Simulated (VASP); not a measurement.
# WC (Amm2) in VASP: a series of runs

Runs on WC. Level: PBEsol. Tasks: single point.

Program: VASP 6.6.1. These are calculated values, not measurements. Logs are shortened: lines on timing, memory, paths and dates and some standing lists are left out, and cuts for length are marked.

## (1) The cell of the first run

It takes space group Amm2 (No. 38, orthorhombic). Conventional cell: a = 2.828 Å, b = 2.782 Å, c = 5.020 Å, α = 90.00°, β = 90.00°, γ = 90.00°. W (site symmetry mm2) has 6 C at 2.15 to 2.19 Å and 8 W at 2.78 to 2.87 Å within 2.9 Å. Within 2.9 Å of C (site symmetry mm2) lie 6 W at 2.15 to 2.19 Å and 8 C at 2.78 to 2.87 Å.

## (2) Single point, PBEsol (strain -0.0400 x Voigt [1, 0, 0, 0, 0, 0])

INCAR reads:

```
PREC = Accurate
ENCUT = 520
EDIFF = 1E-6
ISMEAR = 0
SIGMA = 0.15
LREAL = False
LASPH = True
NELM = 100
ALGO = Fast
ISIF = 2
LWAVE = False
LCHARG = False
GGA = PS
NBANDS = 16
```

KPOINTS reads:

```
Automatic mesh
0
Gamma
  24 24 22
```

POSCAR reads:

```
WC
1.0
    2.7824771197      0.0000000000      0.0000000000
   -1.3912385599      2.5100998657      0.0000000000
    0.0000000000      0.0000000000      2.8276119040
W C
1 1
Direct
    0.0000000000      0.0000000000      0.0000000000
    0.6666666667      0.3333333333      0.5000000000
```

Potentials or basis: VASP PAW PBE potentials, release 64 (W_sv, C).

Started as:

```sh
> cat potpaw_PBE.64/W_sv/POTCAR potpaw_PBE.64/C/POTCAR > POTCAR
> mpirun -np 1 vasp_std > vasp.out
```

OUTCAR:

```text
PREC = Accurate
   ENCUT = 520
   EDIFF = 1E-6
   ISMEAR = 0
   LREAL = False
   LASPH = True
   NELM = 100
   ISIF = 2
   GGA = PS

 ion  position               nearest neighbor table
   1  0.000  0.000  0.000-   2 2.15   2 2.15   2 2.15   2 2.15   2 2.19   2 2.19
   2  0.667  0.333  0.500-   1 2.15   1 2.15   1 2.15   1 2.15   1 2.19   1 2.19

  LATTYP: Found a base centered orthorhombic cell.
 ALAT       =     2.7824771197
 B/A-ratio  =     1.8042195912
 C/A-ratio  =     1.0162210801

  Lattice vectors:

 A1 = (   1.3912385599,  -2.5100998657,   0.0000000000)
 A2 = (   1.3912385598,   2.5100998657,   0.0000000000)
 A3 = (   0.0000000000,   0.0000000000,   2.8276119040)

Analysis of symmetry for initial positions (statically):
=====================================================================
 Subroutine PRICEL returns:
 Original cell was already a primitive cell.

 Routine SETGRP: Setting up the symmetry group for a
 base centered orthorhombic supercell.

 Subroutine GETGRP returns: Found  4 space group operations
 (whereof  4 operations were pure point group operations)
 out of a pool of  8 trial point group operations.

The static configuration has the point symmetry C_2v.

Analysis of symmetry for dynamics (positions and initial velocities):
=====================================================================
 Subroutine PRICEL returns:
 Original cell was already a primitive cell.

 Routine SETGRP: Setting up the symmetry group for a
 base centered orthorhombic supercell.

 Subroutine GETGRP returns: Found  4 space group operations
 (whereof  4 operations were pure point group operations)
 out of a pool of  8 trial point group operations.

The dynamic configuration has the point symmetry C_2v.

 Subroutine INISYM returns: Found  4 space group operations
 (whereof  4 operations are pure point group operations),
 and found     1 'primitive' translations

----------------------------------------------------------------------------------------

                                     Primitive cell

  volume of cell :      19.7489

  direct lattice vectors                    reciprocal lattice vectors
     2.782477120  0.000000000  0.000000000     0.359391994  0.199195262  0.000000000
    -1.391238560  2.510099866  0.000000000     0.000000000  0.398390524  0.000000000
     0.000000000  0.000000000  2.827611904     0.000000000  0.000000000  0.353655323

  length of vectors
     2.782477120  2.869868650  2.827611904     0.410903100  0.398390524  0.353655323

  position of ions in fractional coordinates (direct lattice)
     0.000000000  0.000000000  0.000000000
     0.666666667  0.333333333  0.500000000

  ion indices of the primitive-cell ions
   primitive index   ion index
                 1           1
                 2           2

----------------------------------------------------------------------------------------

 KPOINTS: Automatic mesh

Automatic generation of k-mesh.
 Grid dimensions read from file:
 generate k-points for:   24   24   22

 Generating k-lattice:

  Cartesian coordinates                     Fractional coordinates (reciprocal lattice)
     0.014974666  0.008299803  0.000000000     0.041666667  0.000000000  0.000000000
     0.000000000  0.016599605  0.000000000     0.000000000  0.041666667  0.000000000
     0.000000000  0.000000000  0.016075242     0.000000000  0.000000000  0.045454545

  Length of vectors
     0.017120963  0.016599605  0.016075242

  Shift w.r.t. Gamma in fractional coordinates (k-lattice)
     0.000000000  0.000000000  0.000000000

 Subroutine IBZKPT returns following result:
 ===========================================

 Found   1884 irreducible k-points:

 Following reciprocal coordinates:
            Coordinates               Weight
  0.000000  0.000000  0.000000      1.000000
  0.041667  0.000000  0.000000      4.000000
  0.083333  0.000000  0.000000      4.000000
  0.125000  0.000000  0.000000      4.000000
  0.166667  0.000000  0.000000      4.000000
  0.208333 -0.000000  0.000000      4.000000
[... 16 lines left out ...]
  0.375000  0.041667  0.000000      4.000000
  0.416667  0.041667  0.000000      4.000000
 [... further k-points ...]
   k-points           NKPTS =   1884   k-points in BZ     NKDIM =   1884   number of bands    NBANDS=     16
   number of dos      NEDOS =    301   number of ions     NIONS =      2
   total plane-waves  NPLWV =  13824
   dimension x,y,z NGX =    24 NGY =   24 NGZ =   24
   dimension x,y,z NGXF=    48 NGYF=   48 NGZF=   48
   ions per type =               1   1
   NGX,Y,Z   is equivalent  to a cutoff of  14.34, 13.90, 14.11 a.u.
   NGXF,Y,Z  is equivalent  to a cutoff of  28.68, 27.81, 28.22 a.u.
 SYSTEM =  unknown system
   PREC   = accura    normal or accurate (medium, high low for compatibility)
   ISTART =      0    job   : 0-new  1-cont  2-samecut
   ICHARG =      2    charge: 1-file 2-atom 10-const
   ISPIN  =      1    spin polarized calculation?
   LNONCOLLINEAR =      F non collinear calculations
   LSORBIT =      F    spin-orbit coupling
   LASPH  =      T    aspherical Exc in radial PAW
   ENCUT  =  520.0 eV  38.22 Ry    6.18 a.u.   5.17  5.34  5.26*2*pi/ulx,y,z
   NELM   =    100;   NELMIN=  2; NELMDL= -5     # of ELM steps
   EDIFF  = 0.1E-05   stopping-criterion for ELM
   LREAL  =      F    real-space projection
   EDIFFG = 0.1E-04   stopping-criterion for IOM
   NSW    =      0    number of steps for IOM
   IBRION =     -1    ionic relax: 0-MD 1-quasi-New 2-CG
   NFREE  =      0    steps in history (QN), initial steepest desc. (CG)
   ISIF   =      2    stress and relaxation
   ISYM   =      2    0-nonsym 1-usesym 2-fastsym
   POTIM  = 0.5000    time-step for ionic-motion
   TEBEG  =    0.0;   TEEND  =   0.0 temperature during run
   PSTRESS=    0.0 pullay stress
   NELECT =      18.0000    total number of electrons
   NUPDOWN=      -1.0000    fix difference up-down
   EMIN   =  10.00;   EMAX   =-10.00  energy-range for DOS
   EFERMI =   0.00;   METHOD = LEGACY
   ISMEAR =     0;   SIGMA  =   0.15  broadening in eV -4-tet -1-fermi 0-gaus
   EFERMI_NEDOS =   21; number of points for ismear=-14 and -15
   IALGO  =     68    algorithm
   IMIX   =      4    mixing-type and parameters
     AMIX     =   0.40;   BMIX     =  1.00
     AMIX_MAG =   1.60;   BMIX_MAG =  1.00
  volume/ion in A,a.u.               =       9.87        66.64
  Fermi-wavevector in a.u.,A,eV,Ry     =   1.587273  2.999510 34.278987  2.519434
  Thomas-Fermi vector in A             =   2.686456
   LORBIT       =      0    0 simple, 1 ext, 2 COOP (PROOUT), +10 PAW based schemes
   GGA     = PS    functional components
   LHFCALC =     F    Hartree Fock is set to
   AEXX    =    0.0000 exact exchange contribution
   IVDW    =     0    specifies the selected vdW correction
   LEPSILON=     F    determine dielectric tensor
   LRPA    =     F    only Hartree local field effects (RPA)
 non-spin polarized calculation
 RMM-DIIS sequential band-by-band and
 Gauss-broadening in eV      SIGMA  =   0.15
  energy-cutoff  :      520.00
  volume of cell :       19.75
 maximum number of plane-waves:       551
 NGX is ok and might be reduce to    24
   NGX = 11   NGY = 11   NGZ = 11

 number of electron      18.0000001 magnetization

 Free energy of the ion-electron system (eV)
  ---------------------------------------------------
  ext. energy  EPLUGINS =         0.00000000
  ---------------------------------------------------
  free energy    TOTEN  =       -23.80779610 eV

  energy without entropy =      -23.80475447  energy(sigma->0) =      -23.80627529

 E-fermi :  11.6744     XC(G=0): -14.2079

 val. band max:       11.6729568066   @ k =  -0.4583   0.0417   0.5000
 cond. band min:      11.6747096935   @ k =   0.4583   0.0417   0.3636
 fundamental gap:      0.0017528869
 Fermi energy:        11.6744118772

 k-point     1 :       0.0000    0.0000    0.0000
  band No.  band energies     occupation
      1     -62.1824      2.00000
      2     -26.2170      2.00000
      3     -26.0618      2.00000
      4     -25.9609      2.00000
      5      -3.1497      2.00000
      6       6.9787      2.00000
[... 8 lines left out ...]
     15      26.3585      0.00000
     16      28.5756      0.00000

 k-point     2 :       0.0417    0.0000    0.0000
  band No.  band energies     occupation
      1     -62.1810      2.00000
      2     -26.2143      2.00000
      3     -26.0691      2.00000
      4     -25.9779      2.00000
      5      -3.0983      2.00000
      6       7.0072      2.00000
[... 8 lines left out ...]
     15      26.2372      0.00000
     16      28.7097      0.00000

 k-point     3 :       0.0833    0.0000    0.0000
  band No.  band energies     occupation
      1     -62.1767      2.00000
      2     -26.2066      2.00000
      3     -26.0961      2.00000
      4     -26.0217      2.00000
      5      -2.9465      2.00000
      6       7.0710      2.00000
[... 8 lines left out ...]
     15      25.9798      0.00000
     16      29.0640      0.00000

 k-point     4 :       0.1250    0.0000    0.0000
  band No.  band energies     occupation
      1     -62.1698      2.00000
      2     -26.1943      2.00000
      3     -26.1632      2.00000
      4     -26.0663      2.00000
      5      -2.7017      2.00000
      6       7.0665      2.00000
[... 8 lines left out ...]
     15      25.7444      0.00000
     16      29.5893      0.00000

 k-point     5 :       0.1667    0.0000    0.0000
  band No.  band energies     occupation
      1     -62.1608      2.00000
      2     -26.2717      2.00000
      3     -26.1782      2.00000
      4     -26.1014      2.00000
      5      -2.3755      2.00000
      6       6.8290      2.00000
[... 8 lines left out ...]
     15      25.6389      0.00000
     16      30.2524      0.00000

 k-point     6 :       0.2083   -0.0000    0.0000
  band No.  band energies     occupation
      1     -62.1503      2.00000
      2     -26.4026      2.00000
      3     -26.1595      2.00000
      4     -26.1353      2.00000
      5      -1.9832      2.00000
      6       6.4250      2.00000
[... 8 lines left out ...]
     15      25.7559      0.00000
     16      30.1820      0.00000

 k-point     7 :       0.2500    0.0000    0.0000
  band No.  band energies     occupation
      1     -62.1390      2.00000
      2     -26.5423      2.00000
      3     -26.1695      2.00000
      4     -26.1392      2.00000
      5      -1.5432      2.00000
      6       5.9837      2.00000
[... 8 lines left out ...]
     15      26.1660      0.00000
     16      30.1007      0.00000

 k-point     8 :       0.2917   -0.0000    0.0000
  band No.  band energies     occupation
      1     -62.1278      2.00000
      2     -26.6802      2.00000
      3     -26.2028      2.00000
      4     -26.1189      2.00000
      5      -1.0774      2.00000
      6       5.5632      2.00000
[... 8 lines left out ...]
     15      26.8166      0.00000
     16      30.2693      0.00000

 k-point     9 :       0.3333    0.0000    0.0000
  band No.  band energies     occupation
      1     -62.1172      2.00000
      2     -26.8066      2.00000
      3     -26.2334      2.00000
      4     -26.0999      2.00000
      5      -0.6119      2.00000
      6       5.1912      2.00000
[... 8 lines left out ...]
     15      27.3483      0.00000
     16      29.3611      0.00000
[... 172 lines left out ...]
 k-point    19 :       0.2083    0.0417    0.0000
  band No.  band energies     occupation
      1     -62.1451      2.00000
      2     -26.4694      2.00000
      3     -26.1546      2.00000
      4     -26.1497      2.00000
      5      -1.7508      2.00000
      6       6.1753      2.00000
[... 8 lines left out ...]
     15      25.9609      0.00000
     16      30.1326      0.00000

 k-point    20 :       0.2500    0.0417    0.0000
  band No.  band energies     occupation
      1     -62.1339      2.00000
      2     -26.6035      2.00000
      3     -26.1933      2.00000
      4     -26.1295      2.00000
      5      -1.2970      2.00000
      6       5.7629      2.00000
[... 8 lines left out ...]
     15      26.5111      0.00000
     16      30.1896      0.00000

 k-point    21 :       0.2917    0.0417    0.0000
  band No.  band energies     occupation
      1     -62.1229      2.00000
      2     -26.7334      2.00000
      3     -26.2285      2.00000
      4     -26.1097      2.00000
      5      -0.8289      2.00000
      6       5.3809      2.00000
[... 8 lines left out ...]
     15      27.1940      0.00000
     16      29.6137      0.00000

 k-point    22 :       0.3333    0.0417    0.0000
  band No.  band energies     occupation
      1     -62.1130      2.00000
      2     -26.8498      2.00000
      3     -26.2587      2.00000
      4     -26.0918      2.00000
      5      -0.3750      2.00000
      6       5.0499      2.00000
[... 8 lines left out ...]
     15      27.3402      0.00000
     16      29.2234      0.00000

 k-point    23 :       0.3750    0.0417    0.0000
  band No.  band energies     occupation
      1     -62.1048      2.00000
      2     -26.9452      2.00000
      3     -26.2824      2.00000
      4     -26.0771      2.00000
      5       0.0292      2.00000
      6       4.7831      2.00000
[... 8 lines left out ...]
     15      26.5579      0.00000
     16      29.7951      0.00000

 k-point    24 :       0.4167    0.0417    0.0000
  band No.  band energies     occupation
      1     -62.0988      2.00000
      2     -27.0136      2.00000
      3     -26.2983      2.00000
      4     -26.0664      2.00000
      5       0.3415      2.00000
      6       4.5906      2.00000
[... 8 lines left out ...]
     15      25.7233      0.00000
     16      30.4587      0.00000

 [... further k-points ...]

------------------------ aborting loop because EDIFF is reached ----------------------------------------

  FORCE on cell =-STRESS in cart. coord.  units (eV):
  Direction    XX          YY          ZZ          XY          YZ          ZX
  --------------------------------------------------------------------------------------
  -------------------------------------------------------------------------------------
  Total        4.5184523      1.4210338      1.2545342     -0.0000000      0.0000000      0.0000000
  in kB      366.5708080    115.2849450    101.7772426     -0.0000000      0.0000000      0.0000000
  external PRESSURE =     194.5443318 kB  Pullay stress =       0.0000000 kB

 VOLUME and BASIS-vectors are now :
 -----------------------------------------------------------------------------
  energy-cutoff  :      520.00
  volume of cell :       19.75
      direct lattice vectors                 reciprocal lattice vectors
     2.782477120  0.000000000  0.000000000     0.359391994  0.199195262  0.000000000
    -1.391238560  2.510099866  0.000000000     0.000000000  0.398390524  0.000000000
     0.000000000  0.000000000  2.827611904     0.000000000  0.000000000  0.353655323

 POSITION                                       TOTAL-FORCE (eV/Angst)
 -----------------------------------------------------------------------------------
      0.00000      0.00000      0.00000         0.000000     -0.274866      0.000000
      1.39124      0.83670      1.41381        -0.000000      0.274866      0.000000
 -----------------------------------------------------------------------------------
    total drift:                               -0.000000      0.000087     -0.000000

  FREE ENERGIE OF THE ION-ELECTRON SYSTEM (eV)
  ---------------------------------------------------
  free  energy   TOTEN  =       -23.8077961013 eV

  energy  without entropy=      -23.8047544702  energy(sigma->0) =      -23.80627529
```

Run time: 12 min. Hardware: 1 thread of Oxide Virtual Turin-like, shared host; peak memory 0.61 GiB.

Results:

| Item | Value |
| --- | --- |
| Free energy | -23.8078 eV |
| Pressure | 19.5 GPa |
| Largest force | 0.275 eV/Å |
| Band gap on the k mesh | zero (bands 9 and 10 overlap by 1.22 eV) |

Forces in eV/Å, atoms in the order of the input:
```
W    0.000 -0.275  0.000
C    0.000  0.275  0.000
```

Caveat: the cell differs from its parent crystal (strain -0.0400 x Voigt [1, 0, 0, 0, 0, 0]); the stress differs along the axes, from 10 to 37 GPa; the PAW data sets were made with another functional, which shifts forces and pressure a little; spin-orbit coupling is left out, which moves the levels of the heavy elements.

## (3) Single point, PBEsol (strain -0.0300 x Voigt [1, 0, 0, 0, 0, 0])

INCAR reads:

```
PREC = Accurate
ENCUT = 520
EDIFF = 1E-6
ISMEAR = 0
SIGMA = 0.15
LREAL = F
LASPH = T
NELM = 80
ALGO = Fast
ISIF = 2
LWAVE = F
LCHARG = F
GGA = PS
NBANDS = 16
```

KPOINTS is that of step 2.

POSCAR reads:

```
WC
1.0
    2.8114612563      0.0000000000      0.0000000000
   -1.4057306282      2.5100998657      0.0000000000
    0.0000000000      0.0000000000      2.8276119040
W C
1 1
Direct
    0.0000000000      0.0000000000      0.0000000000
    0.6666666667      0.3333333333      0.5000000000
```

Potentials or basis: VASP PAW PBE potentials, release 64 (W_sv, C).

Started as:

```sh
> cat potpaw_PBE.64/W_sv/POTCAR potpaw_PBE.64/C/POTCAR > POTCAR
> mpirun -np 1 vasp_std > vasp.out
```

Wall time 14 min (1 thread of Oxide Virtual Turin-like, shared host); peak memory 0.62 GiB.

The run converged. Its results:

```
Free energy            : -23.8485 eV
Pressure               : 14.5 GPa
Largest force          : 0.198 eV/Å
Band gap on the k mesh : zero (bands 9 and 10 overlap by 1.25 eV)
```

Forces in eV/Å, atoms in the order of the input:
```
W    0.000 -0.198  0.000
C    0.000  0.198  0.000
```

Stress tensor (GPa, compression positive):
```
26.83  0.00  0.00
 0.00  8.86  0.00
 0.00  0.00  7.78
```

Levels at points of the mesh, in eV from the Fermi level:
| k point | band 5 | band 6 | band 7 | band 8 | band 9 | band 10 | band 11 | band 12 | band 13 | band 14 |
| --- | --- | --- | --- | --- | --- | --- | --- | --- | --- | --- |
| (0.00, 0.00, 0.00) | -14.73 | -4.60 | -3.65 | -3.12 | -0.04 | 3.31 | 3.45 | 5.63 | 5.97 | 6.81 |
| (0.50, 0.00, 0.00) | -11.14 | -7.18 | -3.97 | -3.74 | -0.46 | 2.30 | 4.74 | 5.50 | 6.98 | 9.89 |
| (0.00, 0.50, 0.00) | -11.27 | -7.26 | -3.96 | -3.87 | -0.17 | 2.56 | 4.86 | 5.30 | 7.08 | 9.79 |
| (0.00, 0.00, 0.50) | -10.50 | -8.96 | -2.06 | -1.88 | -0.98 | -0.34 | 3.57 | 4.50 | 4.91 | 10.17 |
| (0.50, 0.00, 0.50) | -11.51 | -6.74 | -4.57 | -4.29 | 0.46 | 4.78 | 5.60 | 6.94 | 9.63 | 10.81 |
| (0.00, 0.50, 0.50) | -11.58 | -6.71 | -4.33 | -4.15 | 0.11 | 4.70 | 5.44 | 7.13 | 9.59 | 10.32 |

Caveat: the cell differs from its parent crystal (strain -0.0300 x Voigt [1, 0, 0, 0, 0, 0]); the stress differs along the axes, from 8 to 27 GPa; the PAW data sets were made with another functional, which shifts forces and pressure a little; spin-orbit coupling is left out, which moves the levels of the heavy elements.

(Part 1 of 2 ends here.)
